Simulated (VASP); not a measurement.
# Bi in VASP: further runs

Bi is run at these levels: PBEsol; tasks: single point.

Everything below comes from runs of VASP 6.6.1. Logs are shortened: lines on timing, memory, paths and dates and some standing lists are left out, and cuts for length are marked.

## 1. The cell of the first run

The typed cell holds 2 atoms: a = 4.689 Å, b = 4.689 Å, c = 3.359 Å, α = 106.21°, β = 106.21°, γ = 83.84°.

## 2. Single point, PBEsol

The input, INCAR:

```
SYSTEM = Bi
PREC = Accurate
ENCUT = 520
EDIFF = 1E-6
ISMEAR = -1
SIGMA = 0.005
LREAL = .False.
LASPH = .True.
NELM = 100
ALGO = Normal
ISIF = 2
LWAVE = .False.
LCHARG = .False.
GGA = PS
NBANDS = 22
```

The input, KPOINTS:

```
Automatic mesh
0
Gamma
  4 4 6
  0 0 0
```

The input, POSCAR:

```
Bi
1.0
    3.4885980000     -3.1325780000      0.0000000000
    3.4885980000      3.1325780000      0.0000000000
   -1.2602350000      0.0000000000      3.1135500000
Bi
2
Direct
    0.7502280000      0.7515860000      0.8490970000
    0.2471020000      0.2530770000      0.1447550000
```

Potentials or basis: VASP PAW PBE potentials, release 64 (Bi_d).

Launch:

```bash
$ cat potpaw_PBE.64/Bi_d/POTCAR > POTCAR
$ mpirun -np 1 vasp_std > vasp.out
```

OUTCAR:

```text
SYSTEM = Bi
   PREC = Accurate
   ENCUT = 520
   EDIFF = 1E-6
   ISMEAR = -1
   LREAL = .False.
   LASPH = .True.
   NELM = 100
   ISIF = 2
   GGA = PS

 ion  position               nearest neighbor table
   1  0.750  0.752  0.849-   2 3.24   2 3.27   2 3.30   2 3.41   2 3.91
   2  0.247  0.253  0.145-   1 3.24   1 3.27   1 3.30   1 3.41   1 3.91

  LATTYP: Found a base centered monoclinic cell.
 ALAT       =     6.9771960000
 B/A-ratio  =     0.8979475423
 C/A-ratio  =     0.4814149259
 COS(beta)  =    -0.3751898342

  Lattice vectors:

 A1 = (   3.4885980000,  -3.1325780000,   0.0000000000)
 A2 = (   3.4885980000,   3.1325780000,   0.0000000000)
 A3 = (  -1.2602350000,   0.0000000000,   3.1135500000)

Analysis of symmetry for initial positions (statically):
=====================================================================
 Subroutine PRICEL returns:
 Original cell was already a primitive cell.

 Routine SETGRP: Setting up the symmetry group for a
 base centered monoclinic supercell.

 Subroutine GETGRP returns: Found  2 space group operations
 (whereof  1 operations were pure point group operations)
 out of a pool of  4 trial point group operations.

The static configuration has the point symmetry C_1 .
 The point group associated with its full space group is S_2 .

Analysis of symmetry for dynamics (positions and initial velocities):
=====================================================================
 Subroutine PRICEL returns:
 Original cell was already a primitive cell.

 Routine SETGRP: Setting up the symmetry group for a
 base centered monoclinic supercell.

 Subroutine GETGRP returns: Found  2 space group operations
 (whereof  1 operations were pure point group operations)
 out of a pool of  4 trial point group operations.

The dynamic configuration has the point symmetry C_1 .
 The point group associated with its full space group is S_2 .

 Subroutine INISYM returns: Found  2 space group operations
 (whereof  1 operations are pure point group operations),
 and found     1 'primitive' translations

----------------------------------------------------------------------------------------

                                     Primitive cell

  volume of cell :      68.0517

  direct lattice vectors                    reciprocal lattice vectors
     3.488598000 -3.132578000  0.000000000     0.143324052 -0.159612945  0.058011590
     3.488598000  3.132578000  0.000000000     0.143324052  0.159612945  0.058011590
    -1.260235000  0.000000000  3.113550000     0.000000000  0.000000000  0.321176792

  length of vectors
     4.688641694  4.688641694  3.358926295     0.222223807  0.222223807  0.321176792

  position of ions in fractional coordinates (direct lattice)
     0.750228000  0.751586000  0.849097000
     0.247102000  0.253077000  0.144755000

  ion indices of the primitive-cell ions
   primitive index   ion index
                 1           1
                 2           2

----------------------------------------------------------------------------------------

 KPOINTS: Automatic mesh

Automatic generation of k-mesh.
 Grid dimensions read from file:
 generate k-points for:    4    4    6

 Generating k-lattice:

  Cartesian coordinates                     Fractional coordinates (reciprocal lattice)
     0.035831013 -0.039903236  0.014502898     0.250000000  0.000000000  0.000000000
     0.035831013  0.039903236  0.014502898     0.000000000  0.250000000  0.000000000
     0.000000000  0.000000000  0.053529465     0.000000000  0.000000000  0.166666667

  Length of vectors
     0.055555952  0.055555952  0.053529465

  Shift w.r.t. Gamma in fractional coordinates (k-lattice)
     0.000000000  0.000000000  0.000000000

 Subroutine IBZKPT returns following result:
 ===========================================

 Found     52 irreducible k-points:

 Following reciprocal coordinates:
            Coordinates               Weight
  0.000000  0.000000  0.000000      1.000000
  0.250000  0.000000 -0.000000      2.000000
  0.000000 -0.250000  0.000000      2.000000
  0.500000  0.000000 -0.000000      1.000000
  0.000000  0.500000 -0.000000      1.000000
  0.250000  0.250000 -0.000000      2.000000
[... 16 lines left out ...]
  0.500000  0.500000  0.166667      2.000000
 -0.250000  0.500000  0.166667      2.000000
 [... further k-points ...]
   k-points           NKPTS =     52   k-points in BZ     NKDIM =     52   number of bands    NBANDS=     22
   number of dos      NEDOS =    301   number of ions     NIONS =      2
   total plane-waves  NPLWV =  36288
   dimension x,y,z NGX =    36 NGY =   36 NGZ =   28
   dimension x,y,z NGXF=    72 NGYF=   72 NGZF=   56
   ions per type =               2
   NGX,Y,Z   is equivalent  to a cutoff of  12.76, 12.76, 13.86 a.u.
   NGXF,Y,Z  is equivalent  to a cutoff of  25.53, 25.53, 27.72 a.u.
 SYSTEM =  Bi
   PREC   = accura    normal or accurate (medium, high low for compatibility)
   ISTART =      0    job   : 0-new  1-cont  2-samecut
   ICHARG =      2    charge: 1-file 2-atom 10-const
   ISPIN  =      1    spin polarized calculation?
   LNONCOLLINEAR =      F non collinear calculations
   LSORBIT =      F    spin-orbit coupling
   LASPH  =      T    aspherical Exc in radial PAW
   ENCUT  =  520.0 eV  38.22 Ry    6.18 a.u.   8.72  8.72  6.25*2*pi/ulx,y,z
   NELM   =    100;   NELMIN=  2; NELMDL= -5     # of ELM steps
   EDIFF  = 0.1E-05   stopping-criterion for ELM
   LREAL  =      F    real-space projection
   EDIFFG = 0.1E-04   stopping-criterion for IOM
   NSW    =      0    number of steps for IOM
   IBRION =     -1    ionic relax: 0-MD 1-quasi-New 2-CG
   NFREE  =      0    steps in history (QN), initial steepest desc. (CG)
   ISIF   =      2    stress and relaxation
   ISYM   =      2    0-nonsym 1-usesym 2-fastsym
   POTIM  = 0.5000    time-step for ionic-motion
   TEBEG  =    0.0;   TEEND  =   0.0 temperature during run
   PSTRESS=    0.0 pullay stress
   NELECT =      30.0000    total number of electrons
   NUPDOWN=      -1.0000    fix difference up-down
   EMIN   =  10.00;   EMAX   =-10.00  energy-range for DOS
   EFERMI =   0.00;   METHOD = LEGACY
   ISMEAR =    -1;   SIGMA  =   0.01  broadening in eV -4-tet -1-fermi 0-gaus
   EFERMI_NEDOS =   21; number of points for ismear=-14 and -15
   IALGO  =     38    algorithm
   IMIX   =      4    mixing-type and parameters
     AMIX     =   0.40;   BMIX     =  1.00
     AMIX_MAG =   1.60;   BMIX_MAG =  1.00
  volume/ion in A,a.u.               =      34.03       229.62
  Fermi-wavevector in a.u.,A,eV,Ry     =   1.245955  2.354514 21.121737  1.552404
  Thomas-Fermi vector in A             =   2.380154
   LORBIT       =      0    0 simple, 1 ext, 2 COOP (PROOUT), +10 PAW based schemes
   GGA     = PS    functional components
   LHFCALC =     F    Hartree Fock is set to
   AEXX    =    0.0000 exact exchange contribution
   IVDW    =     0    specifies the selected vdW correction
   LEPSILON=     F    determine dielectric tensor
   LRPA    =     F    only Hartree local field effects (RPA)
 non-spin polarized calculation
  energy-cutoff  :      520.00
  volume of cell :       68.05
 maximum number of plane-waves:      1851
 NGX is ok and might be reduce to    36
   NGX = 17   NGY = 17   NGZ = 13

 number of electron      30.0000006 magnetization

 Free energy of the ion-electron system (eV)
  ---------------------------------------------------
  ext. energy  EPLUGINS =         0.00000000
  ---------------------------------------------------
  free energy    TOTEN  =        -8.54613123 eV

  energy without entropy =       -8.54560231  energy(sigma->0) =       -8.54586677

 E-fermi :   6.5342     XC(G=0):  -9.9415

 val. band max:        6.5326899787   @ k =  -0.2500   0.5000  -0.1667
 cond. band min:       6.5354015959   @ k =  -0.2500   0.5000   0.3333
 fundamental gap:      0.0027116172
 Fermi energy:         6.5341636054

 k-point     1 :       0.0000    0.0000    0.0000
  band No.  band energies     occupation
      1     -16.2832      2.00000
      2     -16.2686      2.00000
      3     -16.2300      2.00000
      4     -16.1874      2.00000
      5     -16.1190      2.00000
      6     -16.0899      2.00000
[... 14 lines left out ...]
     21      14.8301      0.00000
     22      15.2415      0.00000

 k-point     2 :       0.2500    0.0000   -0.0000
  band No.  band energies     occupation
      1     -16.2725      2.00000
      2     -16.2546      2.00000
      3     -16.2330      2.00000
      4     -16.1629      2.00000
      5     -16.1159      2.00000
      6     -16.0951      2.00000
[... 14 lines left out ...]
     21      15.4576      0.00000
     22      16.3623      0.00000

 k-point     3 :       0.0000   -0.2500    0.0000
  band No.  band energies     occupation
      1     -16.2726      2.00000
      2     -16.2558      2.00000
      3     -16.2312      2.00000
      4     -16.1627      2.00000
      5     -16.1157      2.00000
      6     -16.0954      2.00000
[... 14 lines left out ...]
     21      15.4569      0.00000
     22      16.3737      0.00000

 k-point     4 :       0.5000    0.0000   -0.0000
  band No.  band energies     occupation
      1     -16.2758      2.00000
      2     -16.2533      2.00000
      3     -16.1814      2.00000
      4     -16.1441      2.00000
      5     -16.1169      2.00000
      6     -16.0945      2.00000
[... 14 lines left out ...]
     21      15.1541      0.00000
     22      15.6139      0.00000

 k-point     5 :       0.0000    0.5000   -0.0000
  band No.  band energies     occupation
      1     -16.2758      2.00000
      2     -16.2544      2.00000
      3     -16.1755      2.00000
      4     -16.1463      2.00000
      5     -16.1150      2.00000
      6     -16.0981      2.00000
[... 14 lines left out ...]
     21      15.1122      0.00000
     22      15.6171      0.00000

 k-point     6 :       0.2500    0.2500   -0.0000
  band No.  band energies     occupation
      1     -16.2717      2.00000
      2     -16.2559      2.00000
      3     -16.1926      2.00000
      4     -16.1458      2.00000
      5     -16.1167      2.00000
      6     -16.1046      2.00000
[... 14 lines left out ...]
     21      15.4566      0.00000
     22      16.7719      0.00000

 k-point     7 :       0.5000    0.2500    0.0000
  band No.  band energies     occupation
      1     -16.2758      2.00000
      2     -16.2607      2.00000
      3     -16.1596      2.00000
      4     -16.1231      2.00000
      5     -16.1099      2.00000
      6     -16.0944      2.00000
[... 324 lines left out ...]
      6     -16.1028      2.00000
[... 14 lines left out ...]
     21      16.1145      0.00000
     22      16.6895      0.00000

 k-point    21 :      -0.2500    0.2500    0.1667
  band No.  band energies     occupation
      1     -16.2321      2.00000
      2     -16.2234      2.00000
      3     -16.2154      2.00000
      4     -16.1381      2.00000
      5     -16.1135      2.00000
      6     -16.1044      2.00000
[... 14 lines left out ...]
     21      16.0232      0.00000
     22      16.4364      0.00000

 k-point    22 :      -0.2500    0.2500   -0.1667
  band No.  band energies     occupation
      1     -16.2314      2.00000
      2     -16.2202      2.00000
      3     -16.2189      2.00000
      4     -16.1374      2.00000
      5     -16.1149      2.00000
      6     -16.1048      2.00000
[... 14 lines left out ...]
     21      16.0117      0.00000
     22      16.4396      0.00000

 k-point    23 :       0.5000    0.5000    0.1667
  band No.  band energies     occupation
      1     -16.2293      2.00000
      2     -16.2284      2.00000
      3     -16.1323      2.00000
      4     -16.1179      2.00000
      5     -16.1067      2.00000
      6     -16.0999      2.00000
[... 14 lines left out ...]
     21      16.4185      0.00000
     22      16.9599      0.00000

 k-point    24 :      -0.2500    0.5000    0.1667
  band No.  band energies     occupation
      1     -16.2319      2.00000
      2     -16.2193      2.00000
      3     -16.1652      2.00000
      4     -16.1491      2.00000
      5     -16.1149      2.00000
      6     -16.0976      2.00000
[... 14 lines left out ...]
     21      15.4622      0.00000
     22      16.7212      0.00000

 [... further k-points ...]
[... 5 lines left out ...]
  --------------------------------------------------------------------------------------
  -------------------------------------------------------------------------------------
  Total       -0.7206430     -1.2755319     -1.4643877      0.0080097      0.0086754     -0.0003984
  in kB      -16.9664929    -30.0305477    -34.4768839      0.1885766      0.2042508     -0.0093790
  external PRESSURE =     -27.1579748 kB  Pullay stress =       0.0000000 kB

 VOLUME and BASIS-vectors are now :
 -----------------------------------------------------------------------------
  energy-cutoff  :      520.00
  volume of cell :       68.05
      direct lattice vectors                 reciprocal lattice vectors
     3.488598000 -3.132578000  0.000000000     0.143324052 -0.159612945  0.058011590
     3.488598000  3.132578000  0.000000000     0.143324052  0.159612945  0.058011590
    -1.260235000  0.000000000  3.113550000     0.000000000  0.000000000  0.321176792

 POSITION                                       TOTAL-FORCE (eV/Angst)
 -----------------------------------------------------------------------------------
      4.16916      0.00425      2.64371         0.080416      0.032781      0.135391
      1.56250      0.01872      0.45070        -0.080416     -0.032781     -0.135391
 -----------------------------------------------------------------------------------
    total drift:                               -0.000005     -0.000062     -0.000021

  FREE ENERGIE OF THE ION-ELECTRON SYSTEM (eV)
  ---------------------------------------------------
  free  energy   TOTEN  =        -8.5461312325 eV

  energy  without entropy=       -8.5456023071  energy(sigma->0) =       -8.54586677
```

Wall time 81 s (1 thread of Intel Xeon 8259CL, shared host); peak memory 0.21 GiB.

Results:

```yaml
Free_energy: -8.5461 eV
Pressure: -2.7 GPa
Largest_force: 0.161 eV/Å
Band_gap_on_the_k_mesh: zero (bands 15 and 16 overlap by 4.68 eV)
```

Forces on the atoms (eV/Å):
```
Bi   0.080  0.033  0.135
Bi  -0.080 -0.033 -0.135
```

Stress tensor (GPa, compression positive):
```
-1.70  0.02  0.00
 0.02 -3.00  0.02
 0.00  0.02 -3.45
```

Levels at points of the mesh, in eV from the Fermi level:
| k point | band 11 | band 12 | band 13 | band 14 | band 15 | band 16 | band 17 | band 18 | band 19 | band 20 |
| --- | --- | --- | --- | --- | --- | --- | --- | --- | --- | --- |
| (0.00, 0.00, 0.00) | -13.04 | -9.13 | -3.00 | -2.72 | 2.83 | 3.13 | 3.75 | 4.11 | 4.37 | 6.74 |
| (0.50, 0.00, 0.00) | -11.58 | -11.43 | -1.00 | -0.91 | -0.73 | -0.64 | 3.47 | 4.56 | 7.72 | 8.43 |
| (0.00, 0.50, 0.00) | -11.53 | -11.47 | -1.04 | -0.88 | -0.71 | -0.65 | 3.46 | 4.57 | 7.70 | 8.47 |
| (0.50, 0.50, 0.00) | -11.20 | -10.94 | -4.86 | -4.85 | 3.16 | 3.96 | 5.24 | 5.58 | 8.83 | 9.81 |
| (0.00, 0.00, 0.50) | -10.66 | -9.03 | -3.82 | -2.45 | -1.53 | 1.31 | 1.45 | 1.59 | 6.16 | 6.79 |
| (0.50, 0.00, 0.50) | -10.44 | -9.02 | -4.26 | -3.06 | -1.71 | 1.00 | 2.07 | 2.19 | 5.73 | 6.49 |
| (0.00, 0.50, 0.50) | -10.41 | -9.07 | -4.22 | -3.07 | -1.72 | 0.95 | 2.11 | 2.25 | 5.72 | 6.43 |
| (0.50, 0.50, 0.50) | -10.16 | -9.26 | -3.76 | -2.77 | -2.12 | -0.31 | 1.09 | 1.59 | 6.20 | 8.34 |

Caveat: the PAW data sets were made with another functional, which shifts forces and pressure a little; spin-orbit coupling is left out, which moves the levels of the heavy elements.

## 3. Single point, PBEsol

The input, INCAR:

```
ALGO = Normal
EDIFF = 1E-6
ENCUT = 520
GGA = PS
ISIF = 2
ISMEAR = 0
LASPH = True
LCHARG = False
LREAL = False
LWAVE = False
NBANDS = 22
NELM = 60
PREC = Accurate
SIGMA = 0.05
```

The input, KPOINTS:

```
k-points
0
Gamma
  5 5 7
```

The input, POSCAR:

```
Bi
1.0
    3.4885980000     -3.1325780000      0.0000000000
    3.4885980000      3.1325780000      0.0000000000
   -1.2602350000      0.0000000000      3.1135500000
Bi
2
Direct
    0.7530610000      0.7530610000      0.8573820000
    0.2469390000      0.2469390000      0.1426180000
```

Potentials or basis: VASP PAW PBE potentials, release 64 (Bi_d).

Launch:

```bash
$ cat potpaw_PBE.64/Bi_d/POTCAR > POTCAR
$ mpirun -np 1 vasp_std > vasp.out
```

It took 82 s on 1 thread of Intel Xeon 8259CL, shared host; peak memory 0.22 GiB.

The run converged. Its results:

```
Free energy            : -8.5537 eV
Pressure               : -2.4 GPa
Largest force          : 0.095 eV/Å
Band gap on the k mesh : zero (bands 15 and 16 overlap by 5.02 eV)
```

Forces on the atoms (eV/Å):
```
Bi   0.093  0.000  0.019
Bi  -0.093  0.000 -0.019
```

Stress tensor (GPa, compression positive):
```
-2.75  0.00  0.43
 0.00 -1.99  0.00
 0.43  0.00 -2.58
```

Levels at points of the mesh, in eV from the Fermi level:
```tsv
k point	band 13	band 14	band 15	band 16	band 17	band 18
(0.00, 0.00, 0.00)	-3.07	-2.78	2.74	3.06	3.73	4.10
```

Caveat: the PAW data sets were made with another functional, which shifts forces and pressure a little; spin-orbit coupling is left out, which moves the levels of the heavy elements.

## 4. Single point, PBEsol

This run uses another cell than the first one, of 31.21 Å³/atom.

The input, INCAR:

```
SYSTEM = Bi
PREC = Accurate
ENCUT = 520
EDIFF = 1E-6
ISMEAR = -1
SIGMA = 0.05
LREAL = .False.
LASPH = .True.
NELM = 100
ALGO = Fast
ISIF = 2
LWAVE = .False.
LCHARG = .False.
GGA = PS
NBANDS = 22
```

The input, KPOINTS:

```
regular mesh
0
Gamma
  6 6 9
  0 0 0
```

The input, POSCAR:

```
Bi
1.0
    3.4204605990     -2.9892479116     -0.0163139805
    3.4204605990      2.9892479116     -0.0163139805
   -1.2501808913      0.0000000000      3.0586311108
Bi
2
Direct
    0.7517559114      0.7517559114      0.8334634447
    0.2482440886      0.2482440886      0.1665365553
```

Launch:

```bash
$ cat potpaw_PBE.64/Bi_d/POTCAR > POTCAR
$ mpirun -np 1 vasp_std > vasp.out
```

Run time: 2 min. Hardware: 1 thread of AMD EPYC 7R43 (Zen 3), shared host; peak memory 0.21 GiB.

It converged, with:

- Free energy: -8.5594 eV
- Pressure: 1.9 GPa
- Band gap on the k mesh: zero (bands 15 and 16 overlap by 4.66 eV)

Levels at points of the mesh, in eV from the Fermi level:
```csv
k point,band 12,band 13,band 14,band 15,band 16,band 17,band 18,band 19
"(0.00, 0.00, 0.00)",-9.01,-3.47,-3.00,2.59,3.15,4.01,4.34,4.59
"(0.50, 0.00, 0.00)",-11.88,-1.23,-1.01,-0.72,-0.66,3.45,4.50,7.65
"(0.50, 0.50, 0.00)",-11.12,-5.51,-5.48,2.66,4.33,5.77,6.43,8.71
```

Caveat: the PAW data sets were made with another functional, which shifts forces and pressure a little; spin-orbit coupling is left out, which moves the levels of the heavy elements.

[end of part 1 of 2]

The gap in the log of VASP goes by the Fermi energy; the results here count the filled bands.